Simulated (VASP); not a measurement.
In3GaSb2N2:

```
CELL_PARAMETERS angstrom
4.14644 0.00000 0.00000
0.00000 4.14644 0.00000
0.00000 0.00000 11.51964
ATOMIC_POSITIONS crystal
In 0.50000 0.50000 0.76146
In 0.00000 0.00000 0.50000
In 0.50000 0.50000 0.23854
Ga 0.00000 0.00000 0.00000
Sb 0.00000 0.50000 0.62998
Sb 0.50000 0.00000 0.37002
N 0.00000 0.50000 0.10342
N 0.50000 0.00000 0.89658
```

The cell was generated, and may not be a known phase.

* Program: VASP 6.6.1
* Task: relaxation of cell and atoms
* Functional: PBE
* Potentials or basis: VASP PAW PBE potentials, release 64 (In_d, Ga_d, Sb_d_GW, N)
* Cutoff: 700 eV
* k mesh: 3 × 3 × 1
* Occupations: gaussian, width 0.15 eV
* Spin: no spin polarisation

At the start: pressure 5.2 GPa; volume 24.76 Å³/atom.

Question: How do energy, volume and symmetry change on relaxing?

Answer: Over 13 steps the energy falls by 529.8 meV/atom and the volume is 23.60 Å³/atom (-4.7 %); space group P-4m2 (No. 115, to 0.1 Å) before and after.

Step by step:
```tsv
step	energy change (eV)	largest force (eV/Å)	pressure (GPa)	volume (Å³)
1	0.0000	4.7432	5.17	198.06
2	-1.5938	1.9449	-3.47	221.87
3	-1.6370	1.5509	-4.43	226.50
4	-2.5920	1.2965	-2.71	209.97
5	-3.1195	1.7215	2.55	188.12
6	-3.6683	1.6447	1.26	188.56
7	-3.8022	1.5105	0.88	188.87
8	-4.1135	0.6815	-1.42	194.39
9	-4.1506	0.3189	-2.26	196.88
10	-4.1969	0.2750	1.81	183.85
11	-4.2357	0.1100	0.02	188.90
12	-4.2357	0.1082	0.07	188.74
13	-4.2381	0.0662	0.06	188.79
```

Final structure:
```xyz
8
Lattice="4.0028 0.0000 0.0000 0.0000 4.0028 0.0000 0.0000 0.0000 11.7829" Properties=species:S:1:pos:R:3 pbc="T T T"
In    2.0014    2.0014    9.9121
In    0.0000    0.0000    5.8915
In    2.0014    2.0014    1.8708
Ga    0.0000    0.0000    0.0000
Sb    0.0000    2.0014    7.8016
Sb    2.0014    0.0000    3.9813
N     0.0000    2.0014    0.8077
N     2.0014    0.0000   10.9752
```

Caveat: the k points lie up to 0.53 Å⁻¹ apart in the final cell; the relaxation stopped at a loose force limit of 0.08 eV/Å, so its end isn't a converged minimum.
